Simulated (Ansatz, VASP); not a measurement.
## One calculation of Ir, two programs

The input INCAR:

```
SYSTEM = Ir
PREC = Accurate ; ENCUT = 500
EDIFF = 1E-6 ; ISMEAR = 0
SIGMA = 0.1 ; LREAL = .FALSE.
LASPH = .TRUE. ; NELM = 120
ALGO = Normal ; ISIF = 2
LWAVE = .FALSE. ; LCHARG = .TRUE.
GGA = PE ; IVDW = 13
LELF = .TRUE. ; LVHAR = .TRUE.
NBANDS = 10 ; GGA_COMPAT = .FALSE.
```

KPOINTS

```
Automatic mesh
0
G
  10 10 10
  0 0 0
```

The input POSCAR:

```
Ir
1.0
    0.0000000000      1.9269646676      1.9269646676
    1.9269646676      0.0000000000      1.9269646676
    1.9269646676      1.9269646676      0.0000000000
Ir
1
Direct
    0.0000000000      0.0000000000      0.0000000000
```

Input for Ansatz:

```yaml
crystal:
  lattice:
    - [0.0, 1.9269646676, 1.9269646676]
    - [1.9269646676, 0.0, 1.9269646676]
    - [1.9269646676, 1.9269646676, 0.0]
  atoms:
    - { symbol: Ir, position: [0.0, 0.0, 0.0] }
basis: {}
kpoints:
  mp_grid: { grid: [10, 10, 10] }
hamiltonian:
  xc: pbe
  dispersion: d4
  pseudopotentials: { kind: nc }
scf:
  occupations: { method: gaussian, width: 0.1 }
  max_iter: 70
output:
  forces: true
  stress: true
  eigenvalues: true
```

Alike in both runs: task single point; functional PBE; dispersion D4; k mesh 10 × 10 × 10; occupations gaussian, width 0.1 eV; no spin polarisation.

```csv
,VASP,Ansatz
version,VASP 6.6.1,Ansatz 0.2.0
potentials or method,"VASP PAW PBE potentials, release 64 (Ir)","scalar-relativistic, plane waves, norm-conserving potentials"
plane-wave cutoff (eV),500,925
valence electrons in the cell,9,17
```

Ansatz gave:

```
gap on the k mesh at the Fermi level (eV) : none
pressure (GPa)                            : -4.4
```

Q: Which values does VASP return?

A: gap on the k mesh at the Fermi level (eV): none; pressure (GPa): -4.1.

A gap of «none» marks a metal or a gap that the smearing closes. VASP's potentials hold 9 valence electrons a cell and Ansatz's 17, so a difference there can come from the potentials and not from the codes.

Neither program's run includes spin-orbit coupling.
